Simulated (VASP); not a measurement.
# Ir in VASP: single point with r2SCAN

Aim: the single point of Ir with r2SCAN.

All numbers are computed with VASP 6.6.1; they aren't measurements. Logs are shortened: lines on timing, memory, paths and dates and some standing lists are left out, and cuts for length are marked.

### Step 1. The cell of the first run

The cell holds a slab with vacuum, 4 atoms: a = 2.233 Å, b = 7.193 Å, c = 30.358 Å, α = 90.00°, β = 90.00°, γ = 90.00°.

### Step 2. Single point, r2SCAN

POSCAR reads:

```
Ir
1.0
    2.2334310000      0.0000000000      0.0000000000
    0.0000000000      7.1930010000      0.0000000000
    0.0000000000      0.0000000000     30.3576825000
Ir
4
Direct
    0.0000000000      0.1639880000      0.1976435454
    0.0000000000      0.8360120000      0.3992145151
    0.0000000000      0.1639880000      0.6007854849
    0.0000000000      0.8360120000      0.8023564546
```

INCAR.step1 reads:

```
SYSTEM = Ir
PREC     = Accurate       ! precision mode
ENCUT    = 520            ! plane-wave cutoff, eV
ISMEAR   = 1              ! smearing method
SIGMA    = 0.1            ! smearing width, eV
LREAL    = .False.        ! projectors in reciprocal space
LASPH    = .True.         ! aspherical terms in the spheres
NELM     = 60             ! most SCF steps
LDIPOL   = .True.       
IDIPOL   = 3            
DIPOL    = 0.5 0.5 0.500
NBANDS   = 26             ! bands
GGA      = PE             ! functional
ALGO     = Normal         ! electronic algorithm
EDIFF    = 1E-4           ! SCF threshold, eV
LWAVE    = .True.         ! write WAVECAR
LCHARG   = .False.        ! write CHGCAR
```

INCAR.step2 reads:

```
SYSTEM = Ir
PREC     = Accurate       ! precision mode
ENCUT    = 520            ! plane-wave cutoff, eV
EDIFF    = 1E-6           ! SCF threshold, eV
ISMEAR   = 1              ! smearing method
SIGMA    = 0.1            ! smearing width, eV
LREAL    = .False.        ! projectors in reciprocal space
LASPH    = .True.         ! aspherical terms in the spheres
NELM     = 60             ! most SCF steps
ALGO     = Normal         ! electronic algorithm
ISIF     = 2              ! what is computed and relaxed
LWAVE    = .False.        ! write WAVECAR
LCHARG   = .False.        ! write CHGCAR
LDIPOL   = .True.       
IDIPOL   = 3            
DIPOL    = 0.5 0.5 0.500
METAGGA  = R2SCAN         ! meta-GGA
LMIXTAU  = .True.       
NBANDS   = 26             ! bands
ISTART   = 1
```

KPOINTS reads:

```
Automatic mesh
0
Gamma
  8 3 1
  0 0 0
```

Potentials or basis: VASP PAW PBE potentials, release 64 (Ir).

Command:

```bash
> cat potpaw_PBE.64/Ir/POTCAR > POTCAR
> cp INCAR.step1 INCAR
> mpirun -np 1 vasp_std > vasp.out
> cp INCAR.step2 INCAR
> mpirun -np 1 vasp_std > vasp.out
```

OUTCAR:

```text
SYSTEM = Ir
   PREC = Accurate
   ENCUT = 520
   EDIFF = 1E-6
   ISMEAR = 1
   LREAL = .False.
   LASPH = .True.
   NELM = 60
   ISIF = 2
   METAGGA = R2SCAN
   ISTART = 1

 ion  position               nearest neighbor table
   1  0.000  0.164  0.198-
   2  0.000  0.836  0.399-
   3  0.000  0.164  0.601-
   4  0.000  0.836  0.802-

  LATTYP: Found a simple orthorhombic cell.
 ALAT       =     2.2334310000
 B/A-ratio  =     3.2206058750
 C/A-ratio  =    13.5923977504

  Lattice vectors:

 A1 = (   2.2334310000,   0.0000000000,   0.0000000000)
 A2 = (   0.0000000000,   7.1930010000,   0.0000000000)
 A3 = (   0.0000000000,   0.0000000000,  30.3576825000)

Analysis of symmetry for initial positions (statically):
=====================================================================
 Subroutine PRICEL returns:
 Original cell was already a primitive cell.

 Routine SETGRP: Setting up the symmetry group for a
 simple orthorhombic supercell.

 Subroutine GETGRP returns: Found  4 space group operations
 (whereof  4 operations were pure point group operations)
 out of a pool of  8 trial point group operations.

The static configuration has the point symmetry C_2h.

Analysis of symmetry for dynamics (positions and initial velocities):
=====================================================================
 Subroutine PRICEL returns:
 Original cell was already a primitive cell.

 Routine SETGRP: Setting up the symmetry group for a
 simple orthorhombic supercell.

 Subroutine GETGRP returns: Found  4 space group operations
 (whereof  4 operations were pure point group operations)
 out of a pool of  8 trial point group operations.

The dynamic configuration has the point symmetry C_2h.

 Subroutine INISYM returns: Found  4 space group operations
 (whereof  4 operations are pure point group operations),
 and found     1 'primitive' translations

----------------------------------------------------------------------------------------

                                     Primitive cell

  volume of cell :     487.6983

  direct lattice vectors                    reciprocal lattice vectors
     2.233431000  0.000000000  0.000000000     0.447741614  0.000000000  0.000000000
     0.000000000  7.193001000  0.000000000     0.000000000  0.139024032  0.000000000
     0.000000000  0.000000000 30.357682500     0.000000000  0.000000000  0.032940591

  length of vectors
     2.233431000  7.193001000 30.357682500     0.447741614  0.139024032  0.032940591

  position of ions in fractional coordinates (direct lattice)
     0.000000000  0.163988000  0.197643545
     0.000000000  0.836012000  0.399214515
     0.000000000  0.163988000  0.600785485
     0.000000000  0.836012000  0.802356455

  ion indices of the primitive-cell ions
   primitive index   ion index
                 1           1
                 2           2
                 3           3
                 4           4

----------------------------------------------------------------------------------------

 KPOINTS: Automatic mesh

Automatic generation of k-mesh.
 Grid dimensions read from file:
 generate k-points for:    8    3    1

 Generating k-lattice:

  Cartesian coordinates                     Fractional coordinates (reciprocal lattice)
     0.055967702  0.000000000  0.000000000     0.125000000  0.000000000  0.000000000
     0.000000000  0.046341344  0.000000000     0.000000000  0.333333333  0.000000000
     0.000000000  0.000000000  0.032940591     0.000000000  0.000000000  1.000000000

  Length of vectors
     0.055967702  0.046341344  0.032940591

  Shift w.r.t. Gamma in fractional coordinates (k-lattice)
     0.000000000  0.000000000  0.000000000

 Subroutine IBZKPT returns following result:
 ===========================================

 Found     10 irreducible k-points:

 Following reciprocal coordinates:
            Coordinates               Weight
  0.000000  0.000000  0.000000      1.000000
  0.125000  0.000000  0.000000      2.000000
  0.250000  0.000000  0.000000      2.000000
  0.375000  0.000000  0.000000      2.000000
  0.500000  0.000000  0.000000      1.000000
  0.000000  0.333333  0.000000      2.000000
  0.125000  0.333333  0.000000      4.000000
  0.250000  0.333333  0.000000      4.000000
  0.375000  0.333333  0.000000      4.000000
  0.500000  0.333333  0.000000      2.000000
   k-points           NKPTS =     10   k-points in BZ     NKDIM =     10   number of bands    NBANDS=     26
   number of dos      NEDOS =    301   number of ions     NIONS =      4
   total plane-waves  NPLWV = 233280
   dimension x,y,z NGX =    18 NGY =   54 NGZ =  240
   dimension x,y,z NGXF=    36 NGYF=  108 NGZF=  480
   ions per type =               4
   NGX,Y,Z   is equivalent  to a cutoff of  13.40, 12.48, 13.14 a.u.
   NGXF,Y,Z  is equivalent  to a cutoff of  26.80, 24.96, 26.29 a.u.
 SYSTEM =  Ir
   PREC   = accura    normal or accurate (medium, high low for compatibility)
   ISTART =      1    job   : 0-new  1-cont  2-samecut
   ICHARG =      0    charge: 1-file 2-atom 10-const
   ISPIN  =      1    spin polarized calculation?
   LNONCOLLINEAR =      F non collinear calculations
   LSORBIT =      F    spin-orbit coupling
   LASPH  =      T    aspherical Exc in radial PAW
   ENCUT  =  520.0 eV  38.22 Ry    6.18 a.u.   4.15 13.37 56.45*2*pi/ulx,y,z
   NELM   =     60;   NELMIN=  2; NELMDL=  0     # of ELM steps
   EDIFF  = 0.1E-05   stopping-criterion for ELM
   LREAL  =      F    real-space projection
[... 7 lines left out ...]
   TEBEG  =    0.0;   TEEND  =   0.0 temperature during run
   PSTRESS=    0.0 pullay stress
   NELECT =      36.0000    total number of electrons
   NUPDOWN=      -1.0000    fix difference up-down
   EMIN   =  10.00;   EMAX   =-10.00  energy-range for DOS
   EFERMI =   0.00;   METHOD = LEGACY
   ISMEAR =     1;   SIGMA  =   0.10  broadening in eV -4-tet -1-fermi 0-gaus
   EFERMI_NEDOS =   21; number of points for ismear=-14 and -15
   IALGO  =     38    algorithm
   IMIX   =      4    mixing-type and parameters
     AMIX     =   0.40;   BMIX     =  1.00
     AMIX_MAG =   1.60;   BMIX_MAG =  1.00
  volume/ion in A,a.u.               =     121.92       822.79
  Fermi-wavevector in a.u.,A,eV,Ry     =   0.686739  1.297749  6.416656  0.471611
  Thomas-Fermi vector in A             =   1.767054
   LORBIT       =      0    0 simple, 1 ext, 2 COOP (PROOUT), +10 PAW based schemes
   METAGGA = R2SCAN    functional components
   LHFCALC =     F    Hartree Fock is set to
   AEXX    =    0.0000 exact exchange contribution
   IVDW    =     0    specifies the selected vdW correction
   LEPSILON=     F    determine dielectric tensor
   LRPA    =     F    only Hartree local field effects (RPA)
 non-spin polarized calculation
 Methfessel and Paxton  Order N= 1 SIGMA  =   0.10
  energy-cutoff  :      520.00
  volume of cell :      487.70
 maximum number of plane-waves:     13228
 NGX is ok and might be reduce to    18
   NGX =  9   NGY = 27   NGZ =113

 dipolmoment           0.000000      0.000000      0.000000 electrons x Angstroem

 number of electron      35.9999998 magnetization

 dipolmoment           0.000000      0.000000     -0.000000 electrons x Angstroem

 Free energy of the ion-electron system (eV)
  ---------------------------------------------------
  ext. energy  EPLUGINS =         0.00000000
  ---------------------------------------------------
  free energy    TOTEN  =      -192.18835091 eV

  energy without entropy =     -192.12233039  energy(sigma->0) =     -192.16634407

 E-fermi :  -3.9471     XC(G=0):  -3.4430

 val. band max:       -3.9485187692   @ k =   0.5000   0.3333   0.0000
 cond. band min:      -3.9243181545   @ k =   0.1250   0.0000   0.0000
 fundamental gap:      0.0242006147
 Fermi energy:        -3.9471251379

 k-point     1 :       0.0000    0.0000    0.0000
  band No.  band energies     occupation
      1     -12.3772      2.00000
      2     -12.3772      2.00000
      3     -12.3753      2.00000
      4     -12.3752      2.00000
      5      -6.4535      2.00000
      6      -6.4400      2.00000
[... 18 lines left out ...]
     25      -1.2399      0.00000
     26      -1.0917      0.00000

 k-point     2 :       0.1250    0.0000    0.0000
  band No.  band energies     occupation
      1     -10.8797      2.00000
      2     -10.8797      2.00000
      3     -10.8779      2.00000
      4     -10.8777      2.00000
      5      -6.0572      2.00000
      6      -6.0441      2.00000
[... 18 lines left out ...]
     25       0.1086      0.00000
     26       0.2835      0.00000

 k-point     3 :       0.2500    0.0000    0.0000
  band No.  band energies     occupation
      1      -6.9196      2.00000
      2      -6.9196      2.00000
      3      -6.9177      2.00000
      4      -6.9177      2.00000
      5      -6.5834      2.00000
      6      -6.5823      2.00000
[... 18 lines left out ...]
     25       1.7883      0.00000
     26       1.9967      0.00000

 k-point     4 :       0.3750    0.0000    0.0000
  band No.  band energies     occupation
      1      -8.5046      2.00000
      2      -8.5045      2.00000
      3      -8.5041      2.00000
      4      -8.5041      2.00000
      5      -8.5038      2.00000
      6      -8.5033      2.00000
[... 18 lines left out ...]
     25       4.1900      0.00000
     26       4.4044      0.00000

 k-point     5 :       0.5000    0.0000    0.0000
  band No.  band energies     occupation
      1      -9.1928      2.00000
      2      -9.1928      2.00000
      3      -9.1927      2.00000
      4      -9.1927      2.00000
      5      -9.1922      2.00000
      6      -9.1919      2.00000
[... 18 lines left out ...]
     25       6.6952      0.00000
     26       7.0221      0.00000

 k-point     6 :       0.0000    0.3333    0.0000
  band No.  band energies     occupation
      1     -12.3771      2.00000
      2     -12.3771      2.00000
      3     -12.3753      2.00000
      4     -12.3751      2.00000
      5      -6.4349      2.00000
      6      -6.4240      2.00000
[... 18 lines left out ...]
     25      -1.1854      0.00000
     26      -1.1566      0.00000

 k-point     7 :       0.1250    0.3333    0.0000
  band No.  band energies     occupation
      1     -10.8797      2.00000
      2     -10.8797      2.00000
      3     -10.8778      2.00000
      4     -10.8776      2.00000
      5      -6.0393      2.00000
      6      -6.0287      2.00000
[... 18 lines left out ...]
     25       0.1778      0.00000
     26       0.1997      0.00000

 k-point     8 :       0.2500    0.3333    0.0000
  band No.  band energies     occupation
      1      -6.9196      2.00000
      2      -6.9196      2.00000
      3      -6.9177      2.00000
      4      -6.9177      2.00000
      5      -6.5832      2.00000
      6      -6.5826      2.00000
[... 18 lines left out ...]
     25       1.8725      0.00000
     26       1.8935      0.00000

 k-point     9 :       0.3750    0.3333    0.0000
  band No.  band energies     occupation
      1      -8.5046      2.00000
      2      -8.5045      2.00000
      3      -8.5044      2.00000
      4      -8.5044      2.00000
      5      -8.5039      2.00000
      6      -8.5036      2.00000
[... 18 lines left out ...]
     25       4.2765      0.00000
     26       4.2976      0.00000

 k-point    10 :       0.5000    0.3333    0.0000
  band No.  band energies     occupation
      1      -9.1929      2.00000
      2      -9.1929      2.00000
      3      -9.1928      2.00000
      4      -9.1928      2.00000
      5      -9.1922      2.00000
      6      -9.1920      2.00000
[... 18 lines left out ...]
     25       6.7630      0.00000
     26       6.8406      0.00000

------------------------ aborting loop because EDIFF is reached ----------------------------------------

 vacuum level on the upper side and lower side of the slab       (xc-potential included)        -0.088        -0.088

  FORCE on cell =-STRESS in cart. coord.  units (eV):
  Direction    XX          YY          ZZ          XY          YZ          ZX
  --------------------------------------------------------------------------------------
  -------------------------------------------------------------------------------------
  Total        6.8871360     -0.0649883     -0.0921917      0.0000000      0.0077771      0.0000000
  in kB       22.6254887     -0.2134984     -0.3028665      0.0000000      0.0255491      0.0000000
  external PRESSURE =       7.3697080 kB  Pullay stress =       0.0000000 kB

 VOLUME and BASIS-vectors are now :
 -----------------------------------------------------------------------------
  energy-cutoff  :      520.00
  volume of cell :      487.70
      direct lattice vectors                 reciprocal lattice vectors
     2.233431000  0.000000000  0.000000000     0.447741614  0.000000000  0.000000000
     0.000000000  7.193001000  0.000000000     0.000000000  0.139024032  0.000000000
     0.000000000  0.000000000 30.357682500     0.000000000  0.000000000  0.032940591

 POSITION                                       TOTAL-FORCE (eV/Angst)
 -----------------------------------------------------------------------------------
      0.00000      1.17957      6.00000         0.000000     -0.001105      0.004037
      0.00000      6.01344     12.11923         0.000000      0.002054      0.000099
      0.00000      1.17957     18.23846         0.000000     -0.002054     -0.000099
      0.00000      6.01344     24.35768         0.000000      0.001105     -0.004037
 -----------------------------------------------------------------------------------
    total drift:                                0.000000      0.000000      0.000000

  FREE ENERGIE OF THE ION-ELECTRON SYSTEM (eV)
  ---------------------------------------------------
  free  energy   TOTEN  =      -192.1883509095 eV

  energy  without entropy=     -192.1223303911  energy(sigma->0) =     -192.16634407

 vacuum level on the upper side and lower side of the slab         1.727         1.727
```

Wall time 67 min (1 thread of AMD EPYC 7R43 (Zen 3), shared host); peak memory 0.56 GiB.

What came out:

- Free energy: -192.1884 eV
- Largest force: 0.004 eV/Å
- Band gap on the k mesh: zero (bands 18 and 19 overlap by 3.21 eV)

Forces in eV/Å, atoms in the order of the input:
```
Ir   0.000 -0.001  0.004
Ir   0.000  0.002  0.000
Ir   0.000 -0.002  0.000
Ir   0.000  0.001 -0.004
```

Caveat: the PAW data sets were made with another functional, which shifts forces and pressure a little; spin-orbit coupling is left out, which moves the levels of the heavy elements.
